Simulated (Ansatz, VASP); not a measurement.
SnTe in VASP and in Ansatz

INCAR

```
SYSTEM = SnTe
PREC     = Accurate       ! precision mode
ENCUT    = 520            ! plane-wave cutoff, eV
EDIFF    = 1E-6           ! SCF threshold, eV
ISMEAR   = 0              ! smearing method
SIGMA    = 0.05           ! smearing width, eV
LREAL    = .FALSE.        ! projectors in reciprocal space
LASPH    = .TRUE.         ! aspherical terms in the spheres
NELM     = 80             ! most SCF steps
ALGO     = Normal         ! electronic algorithm
ISIF     = 2              ! what is computed and relaxed
LWAVE    = .FALSE.        ! write WAVECAR
LCHARG   = .TRUE.         ! write CHGCAR
GGA      = PE             ! functional
LELF     = .TRUE.         ! ELF
LVHAR    = .TRUE.       
NBANDS   = 17             ! bands
```

The input KPOINTS:

```
regular mesh
0
G
  10 10 10
  0 0 0
```

The input POSCAR:

```
SnTe
1.0
    0.0316165126      3.1728086152      3.2166644722
    3.2245574995      0.0214651407      3.2268158440
    3.2497689936      3.2081714812     -0.0037463534
Sn Te
1 1
Direct
    0.5020440044      0.4904855404      0.5010601474
   -0.0020440044      0.0095144596     -0.0010601474
```

Input for Ansatz:

```yaml
crystal:
  lattice:
    - [0.0316165126, 3.1728086152, 3.2166644722]
    - [3.2245574995, 0.0214651407, 3.226815844]
    - [3.2497689936, 3.2081714812, -0.0037463534]
  atoms:
    - { symbol: Sn, position: [0.5020440044, 0.4904855404, 0.5010601474] }
    - { symbol: Te, position: [-0.0020440044, 0.0095144596, -0.0010601474] }
basis:
  ecutwfc: 420
  ecutrho_ratio: 4
kpoints:
  mp_grid: { grid: [10, 10, 10] }
hamiltonian:
  xc: pbe
scf:
  occupations: { method: gaussian, width: 0.05 }
output:
  forces: true
  stress: true
  eigenvalues: true
```

Change from the starting cell: all atoms moved at random (sigma 0.06 Å), cell strained at random (1 %).

Alike in both runs: task single point; functional PBE; k mesh 10 × 10 × 10; occupations gaussian, width 0.05 eV; no spin polarisation.

```csv
,VASP,Ansatz
version,VASP 6.6.1,Ansatz 0.2.0
potentials or method,"VASP PAW PBE potentials, release 64 (Sn_d, Te), cutoff 520 eV","scalar-relativistic, plane waves, PAW"
valence electrons in the cell,20,30
```

VASP gave:

| Item | Value |
| --- | --- |
| gap on the k mesh at the Fermi level (eV) | none |
| pressure (GPa) | -0.1 |
| traceless stress, the component that is largest in VASP (GPa) | 0.97 |
| rms of the force components (eV/Å) | 0.011 |

Question: What did Ansatz give for the same quantities?

Answer: gap on the k mesh at the Fermi level (eV): none; pressure (GPa): 0.0; traceless stress, the component that is largest in VASP (GPa): 0.97; rms of the force components (eV/Å): 0.012.

Atom by atom the forces differ by 0.001 eV/Å (rms over components). A gap of «none» marks a metal or a gap that the smearing closes. VASP's potentials hold 20 valence electrons a cell and Ansatz's 30, so a difference there can come from the potentials and not from the codes.

Spin-orbit coupling is off throughout.
